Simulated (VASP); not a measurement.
# KBr: single point with PBEsol

The system is KBr.

```
K Br
1.0
     0.00000    3.27488    3.53687
     3.27488    0.00000    3.53687
     3.27488    3.27488    0.00000
K Br
1 1
Direct
  0.00000 0.00000 0.00000
  0.50000 0.50000 0.50000
```

This cell differs from its parent crystal: strain +0.000 along x and y, +0.080 along z.

```json
{
 "Program": "VASP 6.6.1",
 "Task": "single point",
 "Functional": "PBEsol",
 "Potentials or basis": "VASP PAW PBE potentials, release 64 (K_sv, Br)",
 "Cutoff": "520 eV",
 "k mesh": "6 × 6 × 6",
 "Occupations": "gaussian, width 0.05 eV",
 "Spin": "no spin polarisation"
}
```

- Pressure: -0.7 GPa
- Band gap on the k mesh: 4.14 eV, direct

Stress tensor (GPa, compression positive):
```
-0.28  0.00  0.00
 0.00 -0.28  0.00
 0.00  0.00 -1.62
```

Levels at points of the mesh, in eV from the valence-band top:
```tsv
k point	band 6	band 7	band 8	band 9	band 10	band 11
(0.00, 0.00, 0.00)	-0.02	0.00	0.00	4.14	7.22	7.69
(0.50, 0.00, 0.00)	-1.12	-0.32	-0.31	6.32	7.90	9.54
(0.50, 0.50, 0.00)	-0.82	-0.22	-0.22	5.86	6.85	8.77
(0.50, 0.00, 0.50)	-0.75	-0.34	-0.27	5.79	6.95	9.18
```

Run time: 18 s on 1 thread of Intel(R) Xeon(R) 6975P-C (Granite Rapids) (shared host), peak memory 0.22 GiB.

Caveat: the cell differs from its parent crystal (strain +0.000 along x and y, +0.080 along z); the PAW data sets were made with another functional, which shifts forces and pressure a little.
